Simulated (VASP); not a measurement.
Input of a VASP 6.6.1 run:

The input POSCAR:

```
AlFe3H
1.0
    3.6995540000      0.0000000000      0.0000000000
    0.0000000000      3.6995540000      0.0000000000
    0.0000000000      0.0000000000      3.6995540000
Al Fe H
1 3 1
Direct
    0.5000000000      0.5000000000      0.5000000000
    0.5000000000      0.0000000000      0.0000000000
    0.0000000000      0.0000000000      0.5000000000
    0.0000000000      0.5000000000      0.0000000000
    0.0000000000      0.0000000000      0.0000000000
```

INCAR.step1

```
PREC = Accurate
ENCUT = 660
ISMEAR = -1
SIGMA = 0.15
LREAL = False
LASPH = True
NELM = 200
ISPIN = 2
MAGMOM = 0 3.5 3.5 3.5 0
LMAXMIX = 4
NBANDS = 26
GGA = PE
ALGO = Normal
EDIFF = 1E-5
LWAVE = True
LCHARG = False
GGA_COMPAT = False
```

INCAR.step2

```
PREC = Accurate
ENCUT = 660
EDIFF = 1E-6
ISMEAR = -1
SIGMA = 0.15
LREAL = False
LASPH = True
NELM = 200
ALGO = Normal
ISIF = 2
LWAVE = False
LCHARG = False
ISPIN = 2
MAGMOM = 0 3.5 3.5 3.5 0
LORBIT = 11
LMAXMIX = 4
METAGGA = R2SCAN
LMIXTAU = True
NBANDS = 26
ISTART = 1
GGA_COMPAT = False
```

File KPOINTS:

```
regular mesh
0
Gamma
  6 6 6
```

Potentials or basis: VASP PAW PBE potentials, release 64 (Al, Fe, H).

Launch:

```bash
$ cat potpaw_PBE.64/Al/POTCAR potpaw_PBE.64/Fe/POTCAR potpaw_PBE.64/H/POTCAR > POTCAR
$ cp INCAR.step1 INCAR
$ mpirun -np 1 vasp_std > vasp.out
$ cp INCAR.step2 INCAR
$ mpirun -np 1 vasp_std > vasp.out
```

(1) What does it give for the pressure?

(2) Estimate the net moment.

## Answers

(1) -0.2 GPa.

(2) 7.20 μB per cell.

Caveat: the PAW data sets were made with another functional, which shifts forces and pressure a little.
